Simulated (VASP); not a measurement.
A run of VASP 6.6.1 is set up as follows.

Contents of POSCAR:

```
Ge
1.0
    3.9707555995      0.0000000000      0.0000000000
   -1.9853777998      3.4387752215      0.0000000000
    0.0000000000      0.0000000000      6.5550854883
Ge
4
Direct
    0.3333333333      0.6666666667      0.9370987500
    0.6666666667      0.3333333333      0.4370987500
    0.3333333333      0.6666666667      0.5629012500
    0.6666666667      0.3333333333      0.0629012500
```

Contents of INCAR.step1:

```
  PREC = Accurate
  ENCUT = 520
  ISMEAR = -1
  SIGMA = 0.05
  LREAL = F
  LASPH = T
  NELM = 80
  NBANDS = 36
  GGA = PE
  ALGO = Normal
  EDIFF = 1E-4
  LWAVE = T
  LCHARG = F
```

INCAR.step2

```
  PREC = Accurate
  ENCUT = 520
  EDIFF = 1E-6
  ISMEAR = -1
  SIGMA = 0.05
  LREAL = F
  LASPH = T
  NELM = 80
  ALGO = Normal
  ISIF = 2
  LWAVE = F
  LCHARG = F
  METAGGA = R2SCAN
  LMIXTAU = T
  NBANDS = 36
  ISTART = 1
```

Contents of KPOINTS:

```
regular mesh
0
Gamma
  8 8 4
```

Potentials or basis: VASP PAW PBE potentials, release 64 (Ge_d).

Run with:

```sh
$ cat potpaw_PBE.64/Ge_d/POTCAR > POTCAR
$ cp INCAR.step1 INCAR
$ mpirun -np 1 vasp_std > vasp.out
$ cp INCAR.step2 INCAR
$ mpirun -np 1 vasp_std > vasp.out
```

Question: What does it give for the band gap on the k mesh?

Answer: 0.12 eV, direct.

Question: Estimate the largest force.

Answer: 0.016 eV/Å.

Question: What does it give for the pressure?

Answer: 1.5 GPa.

Forces in eV/Å, atoms in the order of the input:
```
Ge   0.000  0.000 -0.016
Ge   0.000  0.000 -0.016
Ge   0.000  0.000  0.016
Ge   0.000  0.000  0.016
```

Caveat: the PAW data sets were made with another functional, which shifts forces and pressure a little. A k mesh can miss the band edges.
